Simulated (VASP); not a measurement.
# GdN (Fm-3m) in VASP: single point with PBE+U

Aim: the single point of GdN with PBE+U.

Everything below comes from runs of VASP 6.6.1. Logs are shortened: lines on timing, memory, paths and dates and some standing lists are left out, and cuts for length are marked.

### 1 The cell of the first run

It takes space group Fm-3m (No. 225, cubic). Conventional cell: a = 5.002 Å, b = 5.002 Å, c = 5.002 Å, α = 90.00°, β = 90.00°, γ = 90.00°. Within 3.3 Å of Gd (site symmetry m-3m) lie 6 N at 2.50 Å. Within 3.3 Å of N (site symmetry m-3m) lie 6 Gd at 2.50 Å.

### 2 Single point, PBE+U

INCAR

```
PREC = Accurate
ENCUT = 1330
EDIFF = 1E-6
ISMEAR = 0
SIGMA = 0.05
LREAL = F
LASPH = T
NELM = 200
ALGO = Normal
ISIF = 2
LWAVE = F
LCHARG = F
LMAXMIX = 6
LDAU = T
LDAUTYPE = 2
LDAUL = 3 -1
LDAUU = 6 0
LDAUJ = 0 0
LDAUPRINT = 1
GGA = PE
NBANDS = 18
GGA_COMPAT = F
```

KPOINTS

```
Automatic mesh
0
Gamma
  10 10 10
```

POSCAR

```
GdN
1.0
    0.0000000000      2.5011167849      2.5011167849
    2.5011167849      0.0000000000      2.5011167849
    2.5011167849      2.5011167849      0.0000000000
Gd N
1 1
Direct
    0.5000000000      0.5000000000      0.5000000000
    0.0000000000      0.0000000000      0.0000000000
```

Potentials or basis: VASP PAW PBE potentials, release 64 (Gd, N_h).

Launch:

```
$ cat potpaw_PBE.64/Gd/POTCAR potpaw_PBE.64/N_h/POTCAR > POTCAR
$ mpirun -np 1 vasp_std > vasp.out
```

OUTCAR:

```text
PREC = Accurate
   ENCUT = 1330
   EDIFF = 1E-6
   ISMEAR = 0
   LREAL = F
   LASPH = T
   NELM = 200
   ISIF = 2
   GGA = PE

 ion  position               nearest neighbor table
   1  0.500  0.500  0.500-   2 2.50   2 2.50   2 2.50   2 2.50   2 2.50   2 2.50
   2  0.000  0.000  0.000-   1 2.50   1 2.50   1 2.50   1 2.50   1 2.50   1 2.50

  LATTYP: Found a face centered cubic cell.
 ALAT       =     5.0022335698

  Lattice vectors:

 A1 = (   0.0000000000,   2.5011167849,   2.5011167849)
 A2 = (   2.5011167849,   0.0000000000,   2.5011167849)
 A3 = (   2.5011167849,   2.5011167849,   0.0000000000)

Analysis of symmetry for initial positions (statically):
=====================================================================
 Subroutine PRICEL returns:
 Original cell was already a primitive cell.

 Routine SETGRP: Setting up the symmetry group for a
 face centered cubic supercell.

 Subroutine GETGRP returns: Found 48 space group operations
 (whereof 48 operations were pure point group operations)
 out of a pool of 48 trial point group operations.

The static configuration has the point symmetry O_h .

Analysis of symmetry for dynamics (positions and initial velocities):
=====================================================================
 Subroutine PRICEL returns:
 Original cell was already a primitive cell.

 Routine SETGRP: Setting up the symmetry group for a
 face centered cubic supercell.

 Subroutine GETGRP returns: Found 48 space group operations
 (whereof 48 operations were pure point group operations)
 out of a pool of 48 trial point group operations.

[... 171 lines left out ...]
  o =  0.5685  v =  0.0000  0.0000  0.0000  0.0000  0.0000  0.0000  0.0000 -0.0000 -0.0000  0.0000  0.0000  0.0015 -1.0000  0.0012      0.0000  0.0000  0.0000  0.0000  0.0000  0.0000  0.0000  0.0000  0.0000  0.0000  0.0000  0.0000  0.0000  0.0000
  o =  0.5685  v = -0.6124 -0.0000  0.7906  0.0000  0.0001  0.0000  0.0000  0.0000  0.0000  0.0000  0.0000  0.0000  0.0000  0.0000      0.0000  0.0000  0.0000  0.0000  0.0000  0.0000  0.0000  0.0000  0.0000  0.0000  0.0000  0.0000  0.0000  0.0000
  o =  0.5685  v =  0.0000  0.0000  0.0000  0.0000  0.0000  0.0000  0.0000 -0.6124 -0.0000  0.7906  0.0000  0.0001  0.0000  0.0000      0.0000  0.0000  0.0000  0.0000  0.0000  0.0000  0.0000  0.0000  0.0000  0.0000  0.0000  0.0000  0.0000  0.0000
  o =  0.5685  v =  0.0000  0.0000 -0.0001 -0.0000  0.7906  0.0019  0.6124  0.0000  0.0000  0.0000  0.0000  0.0000  0.0000  0.0000      0.0000  0.0000  0.0000  0.0000  0.0000  0.0000  0.0000  0.0000  0.0000  0.0000  0.0000  0.0000  0.0000  0.0000
  o =  0.5685  v =  0.0000  0.0000  0.0000  0.0000  0.0000  0.0000  0.0000  0.0000  0.0000 -0.0001 -0.0000  0.7906  0.0019  0.6124      0.0000  0.0000  0.0000  0.0000  0.0000  0.0000  0.0000  0.0000  0.0000  0.0000  0.0000  0.0000  0.0000  0.0000
  o =  0.6440  v =  0.0000  0.0000  0.0000  0.0000  0.0000  0.0000  0.0000  0.0001  0.0000  0.0000  1.0000 -0.0008  0.0000  0.0010      0.0000  0.0000  0.0000  0.0000  0.0000  0.0000  0.0000  0.0000  0.0000  0.0000  0.0000  0.0000  0.0000  0.0000
  o =  0.6440  v =  0.0001  0.0000  0.0000  1.0000 -0.0008  0.0000  0.0010  0.0000  0.0000  0.0000  0.0000  0.0000  0.0000  0.0000      0.0000  0.0000  0.0000  0.0000  0.0000  0.0000  0.0000  0.0000  0.0000  0.0000  0.0000  0.0000  0.0000  0.0000
  o =  0.6440  v = -0.7906  0.0000 -0.6124  0.0001 -0.0000 -0.0000  0.0000  0.0000  0.0000  0.0000  0.0000  0.0000  0.0000  0.0000      0.0000  0.0000  0.0000  0.0000  0.0000  0.0000  0.0000  0.0000  0.0000  0.0000  0.0000  0.0000  0.0000  0.0000
  o =  0.6440  v =  0.0000  0.0000  0.0000  0.0000  0.0000  0.0000  0.0000 -0.7906  0.0000 -0.6124  0.0001 -0.0000 -0.0000  0.0000      0.0000  0.0000  0.0000  0.0000  0.0000  0.0000  0.0000  0.0000  0.0000  0.0000  0.0000  0.0000  0.0000  0.0000
  o =  0.6440  v = -0.0000  0.0000 -0.0000  0.0013  0.6124  0.0000 -0.7906  0.0000  0.0000  0.0000  0.0000  0.0000  0.0000  0.0000      0.0000  0.0000  0.0000  0.0000  0.0000  0.0000  0.0000  0.0000  0.0000  0.0000  0.0000  0.0000  0.0000  0.0000
  o =  0.6440  v =  0.0000  0.0000  0.0000  0.0000  0.0000  0.0000  0.0000 -0.0000  0.0000 -0.0000  0.0013  0.6124  0.0000 -0.7906      0.0000  0.0000  0.0000  0.0000  0.0000  0.0000  0.0000  0.0000  0.0000  0.0000  0.0000  0.0000  0.0000  0.0000

 number of electron      23.0000001 magnetization

 Free energy of the ion-electron system (eV)
  ---------------------------------------------------
  ext. energy  EPLUGINS =         0.00000000
  ---------------------------------------------------
  free energy    TOTEN  =        -6.25669996 eV

  energy without entropy =       -6.20930592  energy(sigma->0) =       -6.23300294

 E-fermi :   3.8203     XC(G=0): -11.5372

 val. band max:        3.8176751459   @ k =   0.4000   0.1000   0.0000
 cond. band min:       3.8225673190   @ k =  -0.4000   0.1000   0.0000
 fundamental gap:      0.0048921731
 Fermi energy:         3.8202744897

 k-point     1 :       0.0000    0.0000    0.0000
  band No.  band energies     occupation
      1     -37.4759      2.00000
      2     -14.9946      2.00000
      3     -14.9946      2.00000
      4     -14.9946      2.00000
      5      -9.2971      2.00000
      6       2.3376      2.00000
[... 481 lines left out ...]
      5      -8.5959      2.00000
      6       1.4781      2.00000
[... 10 lines left out ...]
     17      10.3958      0.00000
     18      11.3374      0.00000

 [... further k-points ...]

------------------------ aborting loop because EDIFF is reached ----------------------------------------

  FORCE on cell =-STRESS in cart. coord.  units (eV):
  Direction    XX          YY          ZZ          XY          YZ          ZX
  --------------------------------------------------------------------------------------
  -------------------------------------------------------------------------------------
  Total       -1.0300440     -1.0300440     -1.0300440      0.0000000      0.0000000     -0.0000000
  in kB      -52.7393103    -52.7393103    -52.7393103      0.0000000      0.0000000     -0.0000000
  external PRESSURE =     -52.7393103 kB  Pullay stress =       0.0000000 kB

 VOLUME and BASIS-vectors are now :
 -----------------------------------------------------------------------------
  energy-cutoff  :     1330.00
  volume of cell :       31.29
      direct lattice vectors                 reciprocal lattice vectors
     0.000000000  2.501116785  2.501116785    -0.199910697  0.199910697  0.199910697
     2.501116785  0.000000000  2.501116785     0.199910697 -0.199910697  0.199910697
     2.501116785  2.501116785  0.000000000     0.199910697  0.199910697 -0.199910697

 POSITION                                       TOTAL-FORCE (eV/Angst)
 -----------------------------------------------------------------------------------
      2.50112      2.50112      2.50112         0.000000      0.000000      0.000000
      0.00000      0.00000      0.00000        -0.000000     -0.000000      0.000000
 -----------------------------------------------------------------------------------
    total drift:                               -0.000000     -0.000000     -0.000000

  FREE ENERGIE OF THE ION-ELECTRON SYSTEM (eV)
  ---------------------------------------------------
  free  energy   TOTEN  =        -6.2566999627 eV

  energy  without entropy=       -6.2093059209  energy(sigma->0) =       -6.23300294
```

OSZICAR:

```text
N       E                     dE             d eps       ncg     rms          rms(c)
DAV:   1     0.179599345093E+03    0.17960E+03   -0.13974E+04  2124   0.120E+04
DAV:   2     0.333021174912E+02   -0.14630E+03   -0.13635E+03  2172   0.515E+02
[... 46 lines left out ...]
DAV:  49    -0.625671388380E+01    0.38128E-05   -0.69649E-05  3116   0.856E-02    0.136E-01
DAV:  50    -0.625676247673E+01   -0.48593E-04   -0.33324E-04  2418   0.260E-01    0.873E-02
DAV:  51    -0.625670946051E+01    0.53016E-04   -0.80892E-04  1450   0.315E-01    0.779E-02
DAV:  52    -0.625670233052E+01    0.71300E-05   -0.10528E-04  2096   0.139E-01    0.659E-02
DAV:  53    -0.625670163326E+01    0.69726E-06   -0.20660E-05  1472   0.644E-02    0.443E-02
DAV:  54    -0.625669964731E+01    0.19859E-05   -0.56115E-06  1204   0.530E-02    0.257E-02
DAV:  55    -0.625669996275E+01   -0.31543E-06   -0.37889E-06  1486   0.375E-02
   1 F= -.62567000E+01 E0= -.62330029E+01  d E =-.473940E-01
```

It took 4.2 min on 1 thread of Intel Xeon 6975P-C (Granite Rapids), shared host; peak memory 0.38 GiB.

What came out:

```
Free energy            : -6.2567 eV
Pressure               : -5.3 GPa
Band gap on the k mesh : zero (an odd number of electrons rules out a gap without spin polarisation)
```

Eigenvalues of the final occupation matrices:
| site | spin | trace | eigenvalues |
| --- | --- | --- | --- |
| site 1 f | 1 | 3.64 | 0.00 0.57 0.57 0.57 0.64 0.64 0.64 |
| site 1 f | 2 | 3.64 | 0.00 0.57 0.57 0.57 0.64 0.64 0.64 |

Caveat: the cell stands under tension; spin-orbit coupling is left out, which moves the levels of the heavy elements; an odd number of electrons without spin polarisation forces a metal; a magnetic or distorted state may lie lower; the run has no spin polarisation, though such a crystal can be magnetic; U without spin polarisation on a metal has little footing. Spin polarisation is off, so any magnetic state and its effect on volume and gap are missing.
